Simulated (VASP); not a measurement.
# MgH2: relaxation of cell and atoms with PBEsol

The system is MgH2.

```
Mg H
1.0
     0.00000    2.38107    2.38107
     2.38107    0.00000    2.38107
     2.38107    2.38107    0.00000
Mg H
1 2
Direct
  0.00000 0.00000 0.00000
  0.25000 0.25000 0.25000
  0.75000 0.75000 0.75000
```

| Quantity | Value |
| --- | --- |
| Program | VASP 6.6.1 |
| Task | relaxation of cell and atoms |
| Functional | PBEsol |
| Potentials or basis | VASP PAW PBE potentials, release 64 (Mg, H) |
| Cutoff | 600 eV |
| k mesh | 10 × 10 × 10 |
| Occupations | fermi-dirac, width 0.05 eV |
| Spin | no spin polarisation |
| Target pressure | 30 GPa |
| Dipole correction | no |
| Further INCAR settings | ALGO = Normal; EDIFF = 1e-06; IBRION = 2; EDIFFG = -0.01; NSW = 60; ISIF = 3 |

* Relaxed volume: 6.54 Å³/atom
* Relaxed cell: a = 3.028 Å, b = 3.028 Å, c = 3.028 Å, α = 60.00°, β = 60.00°, γ = 60.00°
* Space group after relaxing (to 0.05 Å): Fm-3m (No. 225)
* Energy change on relaxing (the enthalpy is what falls): +167.4 meV/atom
* Ionic steps: 4
* Pressure after relaxing: 30.2 GPa
* Band gap on the k mesh: zero (band 2 reaches 6.78 eV, above the bottom of band 3 at 4.16 eV)

Step by step:
```csv
step,energy change (eV),largest force (eV/Å),pressure (GPa),volume (Å³)
1,0.0000,0.0000,-1.51,27.00
2,0.3325,0.0000,22.77,20.66
3,0.4783,0.0000,29.14,19.75
4,0.5023,0.0000,30.17,19.62
```

Final structure:
```xyz
3
Lattice="0.0000 2.1408 2.1408 2.1408 0.0000 2.1408 2.1408 2.1408 0.0000" Properties=species:S:1:pos:R:3 pbc="T T T"
Mg    4.2816    2.1408    2.1408
H     1.0704    1.0704    1.0704
H     3.2112    3.2112    3.2112
```

Levels at points of the mesh, in eV from the Fermi level:
```
           k point  band 1  band 2  band 3  band 4  band 5  band 6
(0.00, 0.00, 0.00)  -12.12    1.94   10.67   10.67   10.67   15.14
(0.50, 0.00, 0.00)   -6.78   -6.72    8.02   10.16   10.16   10.45
(0.50, 0.50, 0.00)   -6.71   -2.62   -0.68    5.77    5.77   10.38
```

It used 18 s of CPU time on 1 thread of Intel Xeon 6975P-C, on a shared host.

Caveat: the cell is relaxed towards a set pressure, so the enthalpy falls and the energy may rise; the volume moved by over 15 % at a fixed basis, so the end points are rough; the PAW data sets were made with another functional, which shifts forces and pressure a little.
